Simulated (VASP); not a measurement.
Runs of VASP 6.6.1 on SrCo2. The structure is that of space group P6/mmm (No. 191), or close to it. The cells are those of the table. 

```csv
task,cell,k mesh,cutoff (eV),gap on the mesh (eV),pressure (GPa),moment (μB)
single point,"a = 3.751, b = 3.751, c = 4.050 Å, angles 90.0, 90.0, 120.0°, 3 atoms",6 × 6 × 4,520,none,20.4,(a)
relaxation of cell and atoms,"relaxed from a = 3.751, b = 3.751, c = 4.050 Å, angles 90.0, 90.0, 120.0°, 3 atoms",6 × 6 × 4,600,none,-0.1,2.09
single point,"a = 3.871, b = 3.871, c = 4.740 Å, angles 90.0, 90.0, 120.0°, 3 atoms",6 × 6 × 4,520,none,0.0,2.09
single point,"a = 3.874, b = 3.874, c = 4.732 Å, angles 90.0, 90.0, 120.0°, 3 atoms",12 × 12 × 10,520,none,0.0,2.19
```

Alike in all rows: level PBE; potentials or basis VASP PAW PBE potentials, release 64 (Sr_sv, Co); spin collinear, ferromagnetic start; smearing gaussian 0.1 eV.

**Question.** Fill in the values left out.

**Answer.** (a) 2.02.

Caveats: some runs use coarse meshes.

A k mesh can miss the band edges, and the runs leave out spin-orbit coupling on Sr.

A gap of «none» marks levels without a gap at the run's occupations.
